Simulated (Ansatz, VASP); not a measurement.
Given: the input of a run of Ansatz 0.2.0 on FePt.

input.yaml

```yaml
crystal:
  lattice:
    - [2.7593396363, 0.0, 0.0]
    - [0.0, 2.7593396363, 0.0]
    - [0.0, 0.0, 3.7689529822]
  atoms:
    - { symbol: Pt, position: [0.5, 0.5, 0.5] }
    - { symbol: Fe, position: [0.0, 0.0, 0.0], spin: 3.0 }
kpoints:
  mp_grid: { grid: [10, 10, 7] }
scf:
  occupations: { method: fermi_dirac, width: 0.05 }
hamiltonian:
  xc: lda
  pseudopotentials: { kind: all_electron, lapw: { basis_error: 0.001 } }
magnetization:
  spin_polarized: true
output:
  forces: true
  stress: true
  eigenvalues: true
```

Potentials or basis: all-electron LAPW, scalar-relativistic.

Command:

```sh
$ ansatz run input.yaml --threads 2 --pin off --max-ram 6144MiB --backend cpu --events-out ev --progress --plain --runs-dir out
```

Task: Translate it to VASP 6.6.1. Potentials there: VASP PAW LDA potentials, release 64 (Pt, Fe).

Result: As run (the cutoff follows the program's own potentials):

File INCAR:

```
ALGO = Fast
EDIFF = 1E-6
ENCUT = 520
GGA = CA
ISIF = 2
ISMEAR = -1
ISPIN = 2
LASPH = True
LCHARG = False
LMAXMIX = 4
LORBIT = 11
LREAL = False
LWAVE = False
MAGMOM = 0 3
NBANDS = 20
NELM = 150
PREC = Accurate
SIGMA = 0.05
```

KPOINTS

```
k-points
0
Gamma
  10 10 7
```

POSCAR

```
FePt
1.0
    2.7593396363      0.0000000000      0.0000000000
    0.0000000000      2.7593396363      0.0000000000
    0.0000000000      0.0000000000      3.7689529822
Pt Fe
1 1
Direct
    0.5000000000      0.5000000000      0.5000000000
    0.0000000000      0.0000000000      0.0000000000
```

Potentials or basis: VASP PAW LDA potentials, release 64 (Pt, Fe).

The run is started by

```sh
$ cat potpaw_LDA.64/Pt/POTCAR potpaw_LDA.64/Fe/POTCAR > POTCAR
$ mpirun -np 1 vasp_std > vasp.out
```

Both were run:

|  | VASP | Ansatz | Ansatz less VASP |
| --- | --- | --- | --- |
| gap on the k mesh at the Fermi level (eV) | none | none | - |
| pressure (GPa) | -19.6 | -19.4 | +0.22 |
| traceless stress, the component that is largest in VASP (GPa) | 0.90 | 0.75 | -0.147 |
| net moment per atom (μB) | 1.62 | 1.64 | +0.023 |
| size of the moment on the site where the two differ most (μB) | 2.85 | 2.95 | +0.099 |

LDA's correlation is that of Perdew and Zunger in VASP and of Perdew and Wang (1992) in Ansatz. Site moments also hang on the region over which each program counts them. A gap of «none» marks a metal or a gap that the smearing closes. Ansatz ran all-electron here, and VASP with PAW potentials.

Spin-orbit coupling is off throughout.
